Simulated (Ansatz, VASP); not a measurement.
**NaC4 in VASP and in Ansatz**

```
Na C
1.0
     5.32004    0.00000    0.00000
    -2.66002    4.60729    0.00000
     0.00000    0.00000    9.20570
Na C
3 12
Direct
  0.00000 0.00000 0.00000
  0.33333 0.66667 0.50000
  0.66667 0.33333 0.50000
  0.33333 0.66667 0.27798
  0.33333 0.66667 0.72202
  0.66667 0.33333 0.72202
  0.66667 0.33333 0.27798
  0.61876 0.00000 0.80819
  0.00000 0.61876 0.80819
  0.38124 0.38124 0.80819
  0.00000 0.38124 0.19181
  0.38124 0.00000 0.19181
  0.61876 0.61876 0.19181
  0.33333 0.66667 0.00000
  0.66667 0.33333 0.00000
```

Alike in both runs: task single point; functional PBE; k mesh 6 × 6 × 2; occupations gaussian, width 0.1 eV; no spin polarisation.

```csv
,VASP,Ansatz
version,VASP 6.6.1,Ansatz 0.2.0
potentials or method,"VASP PAW PBE potentials, release 64 (Na_pv, C), cutoff 520 eV","scalar-relativistic, plane waves, PAW"
valence electrons in the cell,69,75
```

VASP gave:

| Quantity | Value |
| --- | --- |
| gap on the k mesh at the Fermi level (eV) | none |
| pressure (GPa) | -19.0 |
| traceless stress, the component that is largest in VASP (GPa) | 12.58 |
| rms of the force components (eV/Å) | 2.352 |

Question: Estimate Ansatz's values.

Answer: gap on the k mesh at the Fermi level (eV): none; pressure (GPa): -19.1; traceless stress, the component that is largest in VASP (GPa): 12.39; rms of the force components (eV/Å): 2.342.

Atom by atom the forces differ by 0.015 eV/Å (rms over components). A gap of «none» marks a metal or a gap that the smearing closes. With one functional, cell and mesh, what is left measures potentials, basis and numerics. VASP's potentials hold 69 valence electrons a cell and Ansatz's 75, so a difference there can come from the potentials and not from the codes.
